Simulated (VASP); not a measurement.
Write the native input for VASP 6.6.1 that does the following.

| Property | Result |
| --- | --- |
| Task | single point |
| Functional | LDA |
| Potentials or basis | VASP PAW LDA potentials, release 64 (K_sv, Cl) |
| Cutoff | 520 eV |
| k mesh | 6 × 6 × 6 |
| Occupations | gaussian, width 0.01 eV |
| Spin | no spin polarisation |
| Dipole correction | no |
| Further INCAR settings | ALGO = Normal; EDIFF = 1e-06; NBANDS = 15 |

The structure of KCl lies in POSCAR:

```
KCl
1.0
    0.0000000000      3.5341000000      3.5341000000
    3.5341000000      0.0000000000      3.5341000000
    3.5341000000      3.5341000000      0.0000000000
K Cl
1 1
Direct
    0.0000000000      0.0000000000      0.0000000000
    0.2500000000      0.2500000000      0.2500000000
```

The input as run:

INCAR

```
SYSTEM = KCl
PREC = Accurate ; ENCUT = 520
EDIFF = 1E-6 ; ISMEAR = 0
SIGMA = 0.01 ; LREAL = .False.
LASPH = .True. ; NELM = 100
ALGO = Normal ; ISIF = 2
LWAVE = .False. ; LCHARG = .False.
NBANDS = 15
```

KPOINTS

```
regular mesh
0
Gamma
  6 6 6
  0 0 0
```

Potentials or basis: VASP PAW LDA potentials, release 64 (K_sv, Cl).

Run with:

```sh
$ cat potpaw_LDA.64/K_sv/POTCAR potpaw_LDA.64/Cl/POTCAR > POTCAR
$ mpirun -np 1 vasp_std > vasp.out
```

Results of the run:

The pressure is -1.4 GPa. The band gap on the k mesh is 4.43 eV, indirect (least direct gap 4.47 eV).

Wall time 13 s on 1 thread of Intel(R) Xeon(R) 6975P-C (Granite Rapids), with other jobs on the host, peak memory 0.19 GiB.
